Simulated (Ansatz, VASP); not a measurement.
**InSb: VASP beside Ansatz**

```
In Sb
1.0
     5.92042    0.00000    0.00000
     0.00000    5.93800    0.00000
     0.00000    0.00000    3.22250
In Sb
2 2
Direct
  0.00000 0.00000 0.00881
  0.50000 0.50000 0.99120
  0.00000 0.50000 0.27700
  0.50000 0.00000 0.72300
```

Alike in both runs: task single point; functional PBE; k mesh 4 × 4 × 8; occupations gaussian, width 0.1 eV; no spin polarisation.

|  | VASP | Ansatz |
| --- | --- | --- |
| version | VASP 6.6.1 | Ansatz 0.2.0 |
| potentials or method | VASP PAW PBE potentials, release 64 (In_d, Sb), cutoff 520 eV | scalar-relativistic, plane waves, PAW |
| valence electrons in the cell | 36 | 56 |

```tsv
	VASP	Ansatz	Ansatz less VASP
gap on the k mesh at the Fermi level (eV)	none	none	-
pressure (GPa)	0.1	0.1	+0.05
traceless stress, the component that is largest in VASP (GPa)	2.42	2.42	-0.004
rms of the force components (eV/Å)	0.007	0.007	0.0000
```

Atom by atom the forces differ by 0.000 eV/Å (rms over components). A gap of «none» marks a metal or a gap that the smearing closes. VASP's potentials hold 36 valence electrons a cell and Ansatz's 56, so a difference there can come from the potentials and not from the codes.

Spin-orbit coupling is off throughout.
